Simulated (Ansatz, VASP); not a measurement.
## Re: VASP beside Ansatz

INCAR

```
SYSTEM = Re
PREC = Accurate
ENCUT = 520
EDIFF = 1E-6
ISMEAR = 1
SIGMA = 1.0
LREAL = .FALSE.
LASPH = .TRUE.
NELM = 60
ALGO = Normal
ISIF = 2
LWAVE = .FALSE.
LCHARG = .FALSE.
GGA = PE
NBANDS = 14
```

KPOINTS

```
Automatic mesh
0
G
  13 13 7
  0 0 0
```

Contents of POSCAR:

```
Re
1.0
    2.7768706464      0.0000000000      0.0000000000
   -1.3884353232      2.4048405228      0.0000000000
    0.0000000000      0.0000000000      4.4788142384
Re
2
Direct
    0.3333333333      0.6666666667      0.2500000000
    0.6666666667      0.3333333333      0.7500000000
```

Input for Ansatz:

```yaml
crystal:
  lattice:
    - [2.7768706464, 0.0, 0.0]
    - [-1.3884353232, 2.4048405228, 0.0]
    - [0.0, 0.0, 4.4788142384]
  atoms:
    - { symbol: Re, position: [0.3333333333, 0.6666666667, 0.25] }
    - { symbol: Re, position: [0.6666666667, 0.3333333333, 0.75] }
hamiltonian:
  xc: pbe
  pseudopotentials:
    kind: paw
    azcp:
      Re: "pseudopotentials/Re.paw.azcp"
basis:
  ecutwfc: 420
  fft_grid_basis: typed
kpoints:
  mp_grid: { grid: [13, 13, 7], shift: [0, 0, 0] }
magnetization:
  spin_polarized: false
scf:
  occupations: { method: methfessel_paxton, width: 1.0 }
  lower_state_search: "off"
output:
  stress: true
  write_density: true
  write_potential: true
  elf: true
  volumetric_format: npy
```

Alike in both runs: task single point; functional PBE; k mesh 13 × 13 × 7; occupations methfessel-paxton of order 1, width 1 eV; no spin polarisation.

|  | VASP | Ansatz |
| --- | --- | --- |
| version | VASP 6.6.1 | Ansatz 0.2.0 |
| potentials or method | VASP PAW PBE potentials, release 64 (Re), cutoff 520 eV | plane waves (420 eV) with PAW, scalar-relativistic |
| valence electrons in the cell | 14 | 30 |

VASP gave:

* pressure (GPa): -0.8
* traceless stress, the component that is largest in VASP (GPa): -0.72

Problem. Which values does Ansatz return?

Solution. Pressure (GPa): -0.3; traceless stress, the component that is largest in VASP (GPa): -0.61.

The functional is the same, so the differences come from potentials, cutoffs and numerics. VASP's potentials hold 14 valence electrons a cell and Ansatz's 30, so a difference there can come from the potentials and not from the codes.

Spin-orbit coupling is off throughout.
